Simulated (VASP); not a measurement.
Wanted: the native input for a VASP 6.6.1 run.

* Task: single point
* Functional: PBE
* Potentials or basis: VASP PAW PBE potentials, release 64 (Al, O)
* Cutoff: 520 eV
* k mesh: 6 × 6 × 6
* Occupations: fermi-dirac, width 0.02 eV
* Spin: no spin polarisation
* Dipole correction: no
* Further INCAR settings: ALGO = Normal; EDIFF = 1e-07; NBANDS = 35

The structure of Al2O3 lies in POSCAR:

```
Al2O3
1.0
    2.3793611050      1.3737247745      4.3315925795
   -2.3793611050      1.3737247745      4.3315925795
    0.0000000000     -2.7474495490      4.3315925795
Al O
4 6
Direct
    0.1480885927      0.1480885927      0.1480885927
    0.3519114073      0.3519114073      0.3519114073
    0.6480885927      0.6480885927      0.6480885927
    0.8519114073      0.8519114073      0.8519114073
    0.9436338430      0.5563661570      0.2500000000
    0.4436338430      0.7500000000      0.0563661570
    0.5563661570      0.2500000000      0.9436338430
    0.2500000000      0.9436338430      0.5563661570
    0.7500000000      0.0563661570      0.4436338430
    0.0563661570      0.4436338430      0.7500000000
```

One way to write it, as run:

INCAR

```
ALGO = Normal ; EDIFF = 1E-7
ENCUT = 520 ; GGA = PE
ISIF = 2 ; ISMEAR = -1
LASPH = True ; LCHARG = False
LREAL = False ; LWAVE = False
NBANDS = 35 ; NELM = 80
PREC = Accurate ; SIGMA = 0.02
```

KPOINTS

```
k-points
0
Gamma
  6 6 6
```

Potentials or basis: VASP PAW PBE potentials, release 64 (Al, O).

Launch:

```sh
$ cat potpaw_PBE.64/Al/POTCAR potpaw_PBE.64/O/POTCAR > POTCAR
$ mpirun -np 1 vasp_std > vasp.out
```

It gave:

* Pressure: 7.4 GPa
* Largest force: 0.034 eV/Å
* Band gap on the k mesh: 6.24 eV, direct

Wall time 62 s on 1 thread of Intel(R) Xeon(R) 6975P-C (Granite Rapids), on a shared host, peak memory 0.25 GiB.
